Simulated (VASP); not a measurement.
The system is BiAu.

```
Au Bi
1.0
     0.00000    2.96974    2.96974
     2.96974    0.00000    2.96974
     2.96974    2.96974    0.00000
Au Bi
1 1
Direct
  0.50000 0.50000 0.50000
  0.00000 0.00000 0.00000
```

Base run:

| Quantity | Value |
| --- | --- |
| Program | VASP 6.6.1 |
| Functional | PBEsol |
| Potentials or basis | VASP PAW PBE potentials, release 64 (Au, Bi_d) |
| Cutoff | 520 eV |
| k mesh | 10 × 10 × 10 |
| Occupations | gaussian, width 0.05 eV |
| Spin | no spin polarisation |

Its results: band gap on the k mesh zero (band 13 reaches 10.02 eV, above the bottom of band 14 at 5.09 eV); pressure -4.1 GPa.

Task: The run is repeated on the same cell with these changes: functional from PBEsol to r2SCAN. What comes out?

Result: Band gap on the k mesh zero (band 13 reaches 10.19 eV, above the bottom of band 14 at 5.08 eV); pressure -2.2 GPa.

Caveats: the PAW data sets were made with another functional, which shifts forces and pressure a little; spin-orbit coupling is left out, which moves the levels of the heavy elements.
